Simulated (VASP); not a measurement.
Write the native input for VASP 6.6.1 that does the following.

```yaml
Task: relaxation of cell and atoms
Functional: LDA
Potentials_or_basis: VASP PAW LDA potentials, release 64 (Ga_d, P)
Cutoff: 500 eV
k_mesh: 8 × 8 × 8
Occupations: gaussian, width 0.02 eV
Spin: no spin polarisation
Dipole_correction: no
Further_INCAR_settings: ALGO = Normal; EDIFF = 1e-07; IBRION = 2; EDIFFG = -0.002; NSW = 100; ISIF = 3
```

The structure of GaP lies in POSCAR:

```
GaP
1.0
    0.0000000000      2.7252500000      2.7252500000
    2.7252500000      0.0000000000      2.7252500000
    2.7252500000      2.7252500000      0.0000000000
Ga P
1 1
Direct
    0.0000000000      0.0000000000      0.0000000000
    0.2500000000      0.2500000000      0.2500000000
```

These files were run (other wordings do the same):

INCAR

```
PREC = Accurate
ENCUT = 500
EDIFF = 1E-7
ISMEAR = 0
SIGMA = 0.02
LREAL = F
LASPH = T
NELM = 120
ALGO = Normal
ISIF = 3
LWAVE = F
LCHARG = F
IBRION = 2
NSW = 100
EDIFFG = -0.002
GGA_COMPAT = F
NELMIN = 4
```

KPOINTS

```
regular mesh
0
Gamma
  8 8 8
```

Potentials or basis: VASP PAW LDA potentials, release 64 (Ga_d, P).

Run with:

```console
$ cat potpaw_LDA.64/Ga_d/POTCAR potpaw_LDA.64/P/POTCAR > POTCAR
$ mpirun -np 1 vasp_std > vasp.out
```

Results of the run:

```yaml
Relaxed_volume: 19.61 Å³/atom
Relaxed_cell: a = 3.814 Å, b = 3.814 Å, c = 3.814 Å, α = 60.00°, β = 60.00°, γ = 60.00°
Space_group_after_relaxing_to_0.1_Å: F-43m (No. 216)
Energy_gained_by_relaxing: 5.3 meV/atom
Ionic_steps: 3
Pressure_after_relaxing: 0.0 GPa
Band_gap_on_the_k_mesh: 1.43 eV (least direct gap 1.90 eV)
```

Run time: 45 s on 1 thread of AMD EPYC 7R13, on a shared host, peak memory 0.12 GiB.
